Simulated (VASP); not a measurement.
A run of VASP 6.6.1 is set up as follows.

Contents of INCAR:

```
SYSTEM = Eu
  PREC = Accurate
  ENCUT = 520
  EDIFF = 1E-6
  ISMEAR = -1
  SIGMA = 0.05
  LREAL = .False.
  LASPH = .True.
  NELM = 150
  ALGO = Fast
  ISIF = 2
  LWAVE = .False.
  LCHARG = .False.
  ISPIN = 2
  MAGMOM = 7
  LORBIT = 11
  LMAXMIX = 6
  GGA = PS
  NBANDS = 18
```

The input KPOINTS:

```
regular mesh
0
Gamma
  8 8 8
  0 0 0
```

Contents of POSCAR:

```
Eu
1.0
   -2.2875431584      2.2875431584      2.2875431584
    2.2875431584     -2.2875431584      2.2875431584
    2.2875431584      2.2875431584     -2.2875431584
Eu
1
Direct
    0.0000000000      0.0000000000      0.0000000000
```

Potentials or basis: VASP PAW PBE potentials, release 64 (Eu).

Command:

```console
$ cat potpaw_PBE.64/Eu/POTCAR > POTCAR
$ mpirun -np 1 vasp_std > vasp.out
```

(1) Predict the net moment.

(2) Predict the site moments.

(3) Estimate the pressure.

## Answers

(1) 7.36 μB per cell.

(2) Eu +6.71 μB.

(3) -2.7 GPa.

Caveat: the PAW data sets were made with another functional, which shifts forces and pressure a little.
